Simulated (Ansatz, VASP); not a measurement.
## Li4Ge2B in VASP and in Ansatz

```xyz
7
Lattice="2.2302 1.2876 6.1066 -2.2302 1.2876 6.1066 0.0000 -2.5752 6.1066" Properties=species:S:1:pos:R:3 pbc="T T T"
Li    0.0000    0.0000    3.0044
Li    0.0000    0.0000    5.4849
Li    0.0000    0.0000    0.0605
Li    0.0000    0.0000    8.4087
Ge    0.0000    0.0000   10.8645
Ge    0.0000    0.0000   13.4384
B     0.0000    0.0000   16.0407
```

Alike in both runs: task relaxation of cell and atoms; functional PBE; k mesh 6 × 6 × 6; occupations gaussian, width 0.1 eV; no spin polarisation.

|  | VASP | Ansatz |
| --- | --- | --- |
| version | VASP 6.6.1 | Ansatz 0.2.0 |
| potentials or method | VASP PAW PBE potentials, release 64 (Li_sv, Ge_d, B), cutoff 600 eV | scalar-relativistic, plane waves, PAW |
| valence electrons in the cell | 43 | 43 |

```tsv
	VASP	Ansatz	Ansatz less VASP
gap on the k mesh at the Fermi level, each at its own relaxed structure (eV)	none	none	-
relaxed volume (Å³/atom)	13.39	13.42	+0.031
relaxed length of the cell vector where the two differ most in proportion (Å)	7.007	7.012	+0.0048
```

A gap of «none» marks a metal or a gap that the smearing closes.

Noted on VASP's run: the cutoff is under 1.25 times that of the potentials, so the pressure is a little rough.
